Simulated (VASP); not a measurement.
TmSb2Cl2: relaxation of cell and atoms with PBE

Crystal: TmSb2Cl2.

```
CELL_PARAMETERS angstrom
3.92664 0.00000 0.00000
-1.96332 3.40057 0.00000
0.00000 0.00000 11.95998
ATOMIC_POSITIONS crystal
Tm 0.00000 0.00000 0.00000
Sb 0.33333 0.66667 0.57124
Sb 0.66667 0.33333 0.42876
Cl 0.33333 0.66667 0.12560
Cl 0.66667 0.33333 0.87440
```

The cell was generated, and may not be a known phase.

```json
{"Program": "VASP 6.6.1", "Task": "relaxation of cell and atoms", "Functional": "PBE", "Potentials or basis": "VASP PAW PBE potentials, release 64 (Tm_3, Sb, Cl), 4f in core", "Cutoff": "500 eV", "k mesh": "12 × 12 × 4", "Occupations": "gaussian, width 0.1 eV", "Spin": "no spin polarisation", "Dipole correction": "no", "Further INCAR settings": "ALGO = Normal; EDIFF = 1e-07; IBRION = 2; EDIFFG = -0.01; NSW = 100; ISIF = 3"}
```

| Quantity | Value |
| --- | --- |
| Relaxed volume | 33.93 Å³/atom |
| Relaxed cell | a = 3.910 Å, b = 3.910 Å, c = 12.811 Å, α = 90.00°, β = 90.00°, γ = 120.00° |
| Space group after relaxing (to 0.1 Å) | P-3m1 (No. 164) |
| Energy gained by relaxing | 2.6 meV/atom |
| Ionic steps | 22 |
| Pressure after relaxing | 0.0 GPa |
| Largest force after relaxing | 0.005 eV/Å |
| Band gap on the k mesh | zero (an odd number of electrons rules out a gap without spin polarisation) |

Forces in eV/Å, atoms in the order of the input:
```
Tm   0.000  0.000  0.000
Sb   0.000  0.000 -0.003
Sb   0.000  0.000  0.003
Cl   0.000  0.000  0.005
Cl   0.000  0.000 -0.005
```

The path:
| step | energy change (eV) | largest force (eV/Å) | pressure (GPa) | volume (Å³) |
| --- | --- | --- | --- | --- |
| 1 | 0.0000 | 0.1035 | 0.21 | 159.70 |
| 2 | -0.0019 | 0.0941 | -0.16 | 160.65 |
| 3 | -0.0020 | 0.0713 | -0.12 | 160.54 |
| 4 | -0.0035 | 0.0755 | -0.02 | 160.42 |
| 5 | -0.0047 | 0.0823 | 0.14 | 160.21 |
| 6 | -0.0061 | 0.0425 | 0.11 | 160.97 |
| 7 | -0.0069 | 0.1136 | 0.02 | 163.23 |
| 8 | -0.0072 | 0.0887 | 0.05 | 162.46 |
| 9 | -0.0084 | 0.0936 | -0.06 | 163.45 |
| 10 | -0.0092 | 0.0997 | -0.18 | 164.64 |
| 11 | -0.0091 | 0.1473 | -0.41 | 167.04 |
| 12 | -0.0095 | 0.1039 | -0.28 | 165.63 |
| 13 | -0.0100 | 0.0960 | -0.25 | 165.83 |
| 14 | -0.0113 | 0.0693 | -0.17 | 166.42 |
| 15 | -0.0128 | 0.0310 | -0.01 | 167.60 |
| 16 | -0.0114 | 0.0940 | 0.33 | 169.95 |
| 17 | -0.0130 | 0.0147 | 0.09 | 168.22 |
| 18 | -0.0130 | 0.0111 | 0.08 | 168.16 |
| 19 | -0.0131 | 0.0128 | 0.06 | 168.47 |
| 20 | -0.0132 | 0.0160 | 0.00 | 169.41 |
| 21 | -0.0132 | 0.0165 | -0.01 | 169.57 |
| 22 | -0.0132 | 0.0053 | 0.00 | 169.65 |

Final structure:
```xyz
5
Lattice="3.9103 0.0000 0.0000 -1.9552 3.3864 0.0000 0.0000 0.0000 12.8114" Properties=species:S:1:pos:R:3 pbc="T T T"
Tm   -1.9552    3.3864    0.0000
Sb    0.0000    2.2576    7.2675
Sb    1.9552    1.1288    5.5439
Cl    0.0000    2.2576    1.5186
Cl    1.9552    1.1288   11.2928
```

Levels at points of the mesh, in eV from the Fermi level:
| k point | band 15 | band 16 | band 17 | band 18 | band 19 | band 20 |
| --- | --- | --- | --- | --- | --- | --- |
| (0.00, 0.00, 0.00) | -0.52 | -0.52 | 0.57 | 0.64 | 0.64 | 1.12 |
| (0.50, 0.00, 0.00) | -2.92 | -2.39 | -0.61 | 0.71 | 0.91 | 2.37 |
| (0.00, 0.00, 0.50) | -0.52 | -0.52 | 0.37 | 0.64 | 0.64 | 0.88 |
| (0.50, 0.00, 0.50) | -2.92 | -2.39 | -0.61 | 0.71 | 0.90 | 2.38 |

Run time: 33 min on 1 thread of Intel(R) Xeon(R) 6975P-C (Granite Rapids), with other jobs on the host, peak memory 0.44 GiB.

Caveat: spin-orbit coupling is left out, which moves the levels of the heavy elements; this functional lacks dispersion, which binds layers or chains, so the pressure and a relaxed spacing across them are unreliable; the 4f electrons are frozen in the core, so they carry no moment and show no levels; an odd number of electrons without spin polarisation forces a metal; a magnetic or distorted state may lie lower; the run has no spin polarisation, though such a crystal can be magnetic. With open d or f shells a metallic result of PBE can be an artefact of self-interaction; +U or a hybrid may open a gap.
